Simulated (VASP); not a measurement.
# Cu3N (Pm-3m) in VASP: single point with PBEsol

Aim: the single point of Cu3N with PBEsol.

Program: VASP 6.6.1. These are calculated values, not measurements. Logs are shortened: lines on timing, memory, paths and dates and some standing lists are left out, and cuts for length are marked.

### Step 1. The cell of the first run

Symmetry: Pm-3m, No. 221, cubic system. Conventional cell: a = 3.807 Å, b = 3.807 Å, c = 3.807 Å, α = 90.00°, β = 90.00°, γ = 90.00°. Cu (site symmetry 4/mmm) has 2 N at 1.90 Å within 2.5 Å. Within 2.5 Å of N (site symmetry m-3m) lie 6 Cu at 1.90 Å.

### Step 2. Single point, PBEsol

Contents of INCAR:

```
SYSTEM = Cu3N
PREC = Accurate
ENCUT = 600
EDIFF = 1E-6
ISMEAR = 0
SIGMA = 0.02
LREAL = .False.
LASPH = .True.
NELM = 120
ALGO = Normal
ISIF = 2
LWAVE = .False.
LCHARG = .False.
GGA = PS
NBANDS = 27
GGA_COMPAT = .False.
```

Contents of KPOINTS:

```
regular mesh
0
Gamma
  5 5 5
  0 0 0
```

Contents of POSCAR:

```
Cu3N
1.0
    3.8070000000      0.0000000000      0.0000000000
    0.0000000000      3.8070000000      0.0000000000
    0.0000000000      0.0000000000      3.8070000000
Cu N
3 1
Direct
    0.5000000000      0.0000000000      0.0000000000
    0.0000000000      0.5000000000      0.0000000000
    0.0000000000      0.0000000000      0.5000000000
    0.0000000000      0.0000000000      0.0000000000
```

Potentials or basis: VASP PAW PBE potentials, release 64 (Cu, N).

On the command line:

```bash
> cat potpaw_PBE.64/Cu/POTCAR potpaw_PBE.64/N/POTCAR > POTCAR
> mpirun -np 1 vasp_std > vasp.out
```

OUTCAR:

```text
SYSTEM = Cu3N
   PREC = Accurate
   ENCUT = 600
   EDIFF = 1E-6
   ISMEAR = 0
   LREAL = .False.
   LASPH = .True.
   NELM = 120
   ISIF = 2
   GGA = PS

 ion  position               nearest neighbor table
   1  0.500  0.000  0.000-   4 1.90   4 1.90   2 2.69   3 2.69   2 2.69   2 2.69   3 2.69   3 2.69
                             3 2.69   2 2.69
   2  0.000  0.500  0.000-   4 1.90   4 1.90   1 2.69   3 2.69   1 2.69   3 2.69   3 2.69   3 2.69
                             1 2.69   1 2.69
   3  0.000  0.000  0.500-   4 1.90   4 1.90   1 2.69   1 2.69   2 2.69   2 2.69   2 2.69   2 2.69
                             1 2.69   1 2.69
   4  0.000  0.000  0.000-   1 1.90   2 1.90   3 1.90   3 1.90   2 1.90   1 1.90

  LATTYP: Found a simple cubic cell.
 ALAT       =     3.8070000000

  Lattice vectors:

 A1 = (   3.8070000000,   0.0000000000,   0.0000000000)
 A2 = (   0.0000000000,   3.8070000000,   0.0000000000)
 A3 = (   0.0000000000,   0.0000000000,   3.8070000000)

Analysis of symmetry for initial positions (statically):
=====================================================================
 Subroutine PRICEL returns:
 Original cell was already a primitive cell.

 Routine SETGRP: Setting up the symmetry group for a
 simple cubic supercell.

 Subroutine GETGRP returns: Found 48 space group operations
 (whereof 48 operations were pure point group operations)
 out of a pool of 48 trial point group operations.

The static configuration has the point symmetry O_h .

Analysis of symmetry for dynamics (positions and initial velocities):
=====================================================================
 Subroutine PRICEL returns:
 Original cell was already a primitive cell.

 Routine SETGRP: Setting up the symmetry group for a
 simple cubic supercell.

 Subroutine GETGRP returns: Found 48 space group operations
 (whereof 48 operations were pure point group operations)
 out of a pool of 48 trial point group operations.

The dynamic configuration has the point symmetry O_h .

 Subroutine INISYM returns: Found 48 space group operations
 (whereof 48 operations are pure point group operations),
 and found     1 'primitive' translations

----------------------------------------------------------------------------------------

                                     Primitive cell

  volume of cell :      55.1758

  direct lattice vectors                    reciprocal lattice vectors
     3.807000000  0.000000000  0.000000000     0.262674022  0.000000000  0.000000000
     0.000000000  3.807000000  0.000000000     0.000000000  0.262674022  0.000000000
     0.000000000  0.000000000  3.807000000     0.000000000  0.000000000  0.262674022

  length of vectors
     3.807000000  3.807000000  3.807000000     0.262674022  0.262674022  0.262674022

  position of ions in fractional coordinates (direct lattice)
     0.500000000  0.000000000  0.000000000
     0.000000000  0.500000000  0.000000000
     0.000000000  0.000000000  0.500000000
     0.000000000  0.000000000  0.000000000

  ion indices of the primitive-cell ions
   primitive index   ion index
                 1           1
                 2           2
                 3           3
                 4           4

----------------------------------------------------------------------------------------

 KPOINTS: regular mesh

Automatic generation of k-mesh.
 Grid dimensions read from file:
 generate k-points for:    5    5    5

 Generating k-lattice:

  Cartesian coordinates                     Fractional coordinates (reciprocal lattice)
     0.052534804  0.000000000  0.000000000     0.200000000  0.000000000  0.000000000
     0.000000000  0.052534804  0.000000000     0.000000000  0.200000000  0.000000000
     0.000000000  0.000000000  0.052534804     0.000000000  0.000000000  0.200000000

  Length of vectors
     0.052534804  0.052534804  0.052534804

  Shift w.r.t. Gamma in fractional coordinates (k-lattice)
     0.000000000  0.000000000  0.000000000

 Subroutine IBZKPT returns following result:
 ===========================================

 Found     10 irreducible k-points:

 Following reciprocal coordinates:
            Coordinates               Weight
  0.000000  0.000000  0.000000      1.000000
  0.200000  0.000000  0.000000      6.000000
  0.400000  0.000000  0.000000      6.000000
  0.200000  0.200000  0.000000     12.000000
  0.400000  0.200000  0.000000     24.000000
  0.400000  0.400000  0.000000     12.000000
  0.200000  0.200000  0.200000      8.000000
  0.400000  0.200000  0.200000     24.000000
  0.400000  0.400000  0.200000     24.000000
  0.400000  0.400000  0.400000      8.000000
   k-points           NKPTS =     10   k-points in BZ     NKDIM =     10   number of bands    NBANDS=     27
   number of dos      NEDOS =    301   number of ions     NIONS =      4
   total plane-waves  NPLWV =  27000
   dimension x,y,z NGX =    30 NGY =   30 NGZ =   30
   dimension x,y,z NGXF=    60 NGYF=   60 NGZF=   60
   ions per type =               3   1
   NGX,Y,Z   is equivalent  to a cutoff of  13.10, 13.10, 13.10 a.u.
   NGXF,Y,Z  is equivalent  to a cutoff of  26.20, 26.20, 26.20 a.u.
 SYSTEM =  Cu3N
   PREC   = accura    normal or accurate (medium, high low for compatibility)
   ISTART =      0    job   : 0-new  1-cont  2-samecut
   ICHARG =      2    charge: 1-file 2-atom 10-const
   ISPIN  =      1    spin polarized calculation?
   LNONCOLLINEAR =      F non collinear calculations
   LSORBIT =      F    spin-orbit coupling
   LASPH  =      T    aspherical Exc in radial PAW
   ENCUT  =  600.0 eV  44.10 Ry    6.64 a.u.   7.60  7.60  7.60*2*pi/ulx,y,z
   NELM   =    120;   NELMIN=  2; NELMDL= -5     # of ELM steps
   EDIFF  = 0.1E-05   stopping-criterion for ELM
   LREAL  =      F    real-space projection
   EDIFFG = 0.1E-04   stopping-criterion for IOM
   NSW    =      0    number of steps for IOM
   IBRION =     -1    ionic relax: 0-MD 1-quasi-New 2-CG
   NFREE  =      0    steps in history (QN), initial steepest desc. (CG)
   ISIF   =      2    stress and relaxation
   ISYM   =      2    0-nonsym 1-usesym 2-fastsym
   POTIM  = 0.5000    time-step for ionic-motion
   TEBEG  =    0.0;   TEEND  =   0.0 temperature during run
   PSTRESS=    0.0 pullay stress
   NELECT =      38.0000    total number of electrons
   NUPDOWN=      -1.0000    fix difference up-down
   EMIN   =  10.00;   EMAX   =-10.00  energy-range for DOS
   EFERMI =   0.00;   METHOD = LEGACY
   ISMEAR =     0;   SIGMA  =   0.02  broadening in eV -4-tet -1-fermi 0-gaus
   EFERMI_NEDOS =   21; number of points for ismear=-14 and -15
   IALGO  =     38    algorithm
   IMIX   =      4    mixing-type and parameters
     AMIX     =   0.40;   BMIX     =  1.00
     AMIX_MAG =   1.60;   BMIX_MAG =  1.00
  volume/ion in A,a.u.               =      13.79        93.09
  Fermi-wavevector in a.u.,A,eV,Ry     =   1.445728  2.732029 28.437924  2.090128
  Thomas-Fermi vector in A             =   2.563877
   LORBIT       =      0    0 simple, 1 ext, 2 COOP (PROOUT), +10 PAW based schemes
   GGA     = PS    functional components
   LHFCALC =     F    Hartree Fock is set to
   AEXX    =    0.0000 exact exchange contribution
   IVDW    =     0    specifies the selected vdW correction
   LEPSILON=     F    determine dielectric tensor
   LRPA    =     F    only Hartree local field effects (RPA)
 non-spin polarized calculation
 Gauss-broadening in eV      SIGMA  =   0.02
  energy-cutoff  :      600.00
  volume of cell :       55.18
 maximum number of plane-waves:      1861
   NGX = 15   NGY = 15   NGZ = 15

 number of electron      37.9999955 magnetization

 Free energy of the ion-electron system (eV)
  ---------------------------------------------------
  ext. energy  EPLUGINS =         0.00000000
  ---------------------------------------------------
  free energy    TOTEN  =       -20.44108521 eV

  energy without entropy =      -20.44108521  energy(sigma->0) =      -20.44108521

 E-fermi :   4.5409     XC(G=0): -11.0287

 val. band max:        4.4310708288   @ k =   0.4000   0.4000   0.4000
 cond. band min:       5.7980672626   @ k =   0.0000   0.0000   0.0000
 fundamental gap:      1.3669964338
 Fermi energy:         4.5409002377

 k-point     1 :       0.0000    0.0000    0.0000
  band No.  band energies     occupation
      1     -12.0560      2.00000
      2      -0.4939      2.00000
      3      -0.0406      2.00000
      4      -0.0406      2.00000
      5      -0.0406      2.00000
      6       0.8975      2.00000
[... 19 lines left out ...]
     26      17.0482      0.00000
     27      17.0483      0.00000

 k-point     2 :       0.2000    0.0000    0.0000
  band No.  band energies     occupation
      1     -11.9170      2.00000
      2      -1.3365      2.00000
      3      -0.3741      2.00000
      4      -0.3741      2.00000
      5      -0.0525      2.00000
      6       0.9363      2.00000
[... 19 lines left out ...]
     26      15.2084      0.00000
     27      15.6797      0.00000

 k-point     3 :       0.4000    0.0000    0.0000
  band No.  band energies     occupation
      1     -11.6710      2.00000
      2      -2.5853      2.00000
      3      -0.7091      2.00000
      4      -0.7091      2.00000
      5       0.6444      2.00000
      6       1.0042      2.00000
[... 19 lines left out ...]
     26      14.2609      0.00000
     27      14.2609      0.00000

 k-point     4 :       0.2000    0.2000    0.0000
  band No.  band energies     occupation
      1     -11.7772      2.00000
      2      -1.4531      2.00000
      3      -1.3994      2.00000
      4      -0.6229      2.00000
      5       0.2512      2.00000
      6       1.1206      2.00000
[... 19 lines left out ...]
     26      14.5792      0.00000
     27      14.9369      0.00000
[... 96 lines left out ...]
      4      -1.6667      2.00000
      5       1.1001      2.00000
      6       1.4048      2.00000
[... 19 lines left out ...]
     26      15.7191      0.00000
     27      16.2811      0.00000

 k-point     9 :       0.4000    0.4000    0.2000
  band No.  band energies     occupation
      1     -11.1317      2.00000
      2      -2.7631      2.00000
      3      -2.7513      2.00000
      4      -1.8551      2.00000
      5       1.4018      2.00000
      6       1.5559      2.00000
[... 19 lines left out ...]
     26      13.8205      0.00000
     27      17.6034      0.00000

 k-point    10 :       0.4000    0.4000    0.4000
  band No.  band energies     occupation
      1     -10.8709      2.00000
      2      -2.8626      2.00000
      3      -2.8626      2.00000
      4      -2.8319      2.00000
      5       1.2459      2.00000
      6       1.6919      2.00000
[... 19 lines left out ...]
     26      12.5383      0.00000
     27      16.8099      0.00000

------------------------ aborting loop because EDIFF is reached ----------------------------------------

  FORCE on cell =-STRESS in cart. coord.  units (eV):
  Direction    XX          YY          ZZ          XY          YZ          ZX
  --------------------------------------------------------------------------------------
  -------------------------------------------------------------------------------------
  Total       -1.2366485     -1.2366485     -1.2366485     -0.0000000     -0.0000000      0.0000000
  in kB      -35.9094067    -35.9094067    -35.9094067     -0.0000000     -0.0000000      0.0000000
  external PRESSURE =     -35.9094067 kB  Pullay stress =       0.0000000 kB

 VOLUME and BASIS-vectors are now :
 -----------------------------------------------------------------------------
  energy-cutoff  :      600.00
  volume of cell :       55.18
      direct lattice vectors                 reciprocal lattice vectors
     3.807000000  0.000000000  0.000000000     0.262674022  0.000000000  0.000000000
     0.000000000  3.807000000  0.000000000     0.000000000  0.262674022  0.000000000
     0.000000000  0.000000000  3.807000000     0.000000000  0.000000000  0.262674022

 POSITION                                       TOTAL-FORCE (eV/Angst)
 -----------------------------------------------------------------------------------
      1.90350      0.00000      0.00000         0.000000      0.000000      0.000000
      0.00000      1.90350      0.00000         0.000000      0.000000      0.000000
      0.00000      0.00000      1.90350         0.000000      0.000000      0.000000
      0.00000      0.00000      0.00000         0.000000      0.000000      0.000000
 -----------------------------------------------------------------------------------
    total drift:                                0.000000      0.000000      0.000000

  FREE ENERGIE OF THE ION-ELECTRON SYSTEM (eV)
  ---------------------------------------------------
  free  energy   TOTEN  =       -20.4410852141 eV

  energy  without entropy=      -20.4410852141  energy(sigma->0) =      -20.44108521
```

Run time: 36 s. Hardware: 1 thread of Intel Xeon 8259CL, shared host; peak memory 0.17 GiB.

What came out:

| Item | Value |
| --- | --- |
| Free energy | -20.4411 eV |
| Pressure | -3.6 GPa |
| Band gap on the k mesh | 1.37 eV, indirect (least direct gap 1.77 eV) |

Caveat: the PAW data sets were made with another functional, which shifts forces and pressure a little. PBEsol gaps usually lie below the measured ones, often by a third to a half.
